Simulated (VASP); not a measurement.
Fe, 2 atoms in the cell. It takes space group Fd-3m (No. 227, cubic). The conventional cell has a = 4.867 Å, b = 4.867 Å, c = 4.867 Å, α = 90.00°, β = 90.00°, γ = 90.00°. Fe (site symmetry -43m) has 4 Fe at 2.11 Å within 2.8 Å. This isn't the form of Fe at room conditions, which is bcc.

- Program: VASP 6.6.1
- Task: relaxation of cell and atoms
- Functional: PBE
- Potentials or basis: VASP PAW PBE potentials, release 64 (Fe)
- Cutoff: 600 eV
- k mesh: 14 × 14 × 14
- Occupations: fermi-dirac, width 0.1 eV
- Spin: collinear spin, ferromagnetic start
- Starting moments: [2.5, 2.5] μB
- Target pressure: -1.9 GPa
- Dipole correction: no
- Further INCAR settings: ALGO = Normal; EDIFF = 1e-07; IBRION = 2; EDIFFG = -0.005; NSW = 60; ISIF = 3

Potentials or basis: VASP PAW PBE potentials, release 64 (Fe).

The run is started by

```bash
$ cat potpaw_PBE.64/Fe/POTCAR > POTCAR
$ mpirun -np 1 vasp_std > vasp.out
```

Hardware: 1 thread of Oxide Virtual Turin-like Processor, with other jobs on the host.

Task: How long does it take, and how much memory?

Result: Run time: 5.6 min on 1 thread of Oxide Virtual Turin-like Processor (shared host), peak memory 0.2 GiB. Counts: scf iterations 33, k points 104, ion steps 3.
